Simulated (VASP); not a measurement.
Here is a VASP 6.6.1 calculation.

The input INCAR:

```
SYSTEM = Co
AGGAC    = 1.0          
AGGAX    = 1.0          
ALDAC    = 0.0          
ALDAX    = 1.0          
ALGO     = Normal         ! electronic algorithm
EDIFF    = 1E-6           ! SCF threshold, eV
ENCUT    = 600            ! plane-wave cutoff, eV
GGA      = B5             ! functional
GGA_COMPAT= .FALSE.      
ISIF     = 2              ! what is computed and relaxed
ISMEAR   = -1             ! smearing method
LASPH    = .TRUE.         ! aspherical terms in the spheres
LCHARG   = .TRUE.         ! write CHGCAR
LELF     = .TRUE.         ! ELF
LREAL    = .FALSE.        ! projectors in reciprocal space
LVHAR    = .TRUE.       
LWAVE    = .FALSE.        ! write WAVECAR
NBANDS   = 10             ! bands
NELM     = 120            ! most SCF steps
PREC     = Accurate       ! precision mode
SIGMA    = 0.1            ! smearing width, eV
```

KPOINTS

```
k-points
0
G
  17 17 17
  0 0 0
```

Contents of POSCAR:

```
Co
1.0
    0.0000000000      1.7544681297      1.7544681297
    1.7544681297      0.0000000000      1.7544681297
    1.7544681297      1.7544681297      0.0000000000
Co
1
Direct
    0.0000000000      0.0000000000      0.0000000000
```

Potentials or basis: VASP PAW PBE potentials, release 64 (Co).

Launch:

```console
$ cat potpaw_PBE.64/Co/POTCAR > POTCAR
$ mpirun -np 1 vasp_std > vasp.out
```

Q: What does it give for the pressure?

A: -0.2 GPa.

Q: Estimate the band gap on the k mesh.

A: Zero (an odd number of electrons rules out a gap without spin polarisation).

Caveat: the PAW data sets were made with another functional, which shifts forces and pressure a little; the run has no spin polarisation, though such a crystal can be magnetic. Spin polarisation is off, so any magnetic state and its effect on volume and gap are missing.
